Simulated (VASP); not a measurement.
Wanted: the native input for a VASP 6.6.1 run.

| Item | Value |
| --- | --- |
| Task | single point |
| Functional | PBE |
| Potentials or basis | VASP PAW PBE potentials, release 64 (Gd) |
| Cutoff | 520 eV |
| k mesh | 14 × 14 × 14 |
| Occupations | fermi-dirac, width 0.08 eV |
| Spin | collinear spin, ferromagnetic start |
| Starting moments | [7.0] μB |
| Dipole correction | no |
| Further INCAR settings | ALGO = Normal; EDIFF = 1e-06; NBANDS = 19 |

The structure of Gd lies in POSCAR:

```
Gd
1.0
   -1.9906713343      1.9906713343      1.9906713343
    1.9906713343     -1.9906713343      1.9906713343
    1.9906713343      1.9906713343     -1.9906713343
Gd
1
Direct
    0.0000000000      0.0000000000      0.0000000000
```

This isn't the form of Gd at room conditions, which is hcp.

One way to write it, as run:

INCAR

```
  PREC = Accurate
  ENCUT = 520
  EDIFF = 1E-6
  ISMEAR = -1
  SIGMA = 0.08
  LREAL = False
  LASPH = True
  NELM = 150
  ALGO = Normal
  ISIF = 2
  LWAVE = False
  LCHARG = False
  ISPIN = 2
  MAGMOM = 7
  LORBIT = 11
  LMAXMIX = 6
  GGA = PE
  NBANDS = 19
```

KPOINTS

```
Automatic mesh
0
Gamma
  14 14 14
```

Potentials or basis: VASP PAW PBE potentials, release 64 (Gd).

Run with:

```bash
$ cat potpaw_PBE.64/Gd/POTCAR > POTCAR
$ mpirun -np 1 vasp_std > vasp.out
```

It gave:

* Pressure: 1.9 GPa
* Net moment: 7.61 μB per cell
* Site moments: Gd +7.00 μB
* Valence electrons inside the program's atomic spheres: Gd 15.23

Run time: 2.5 min on 1 thread of Intel(R) Xeon(R) 6975P-C (Granite Rapids), with other jobs on the host, peak memory 0.26 GiB.
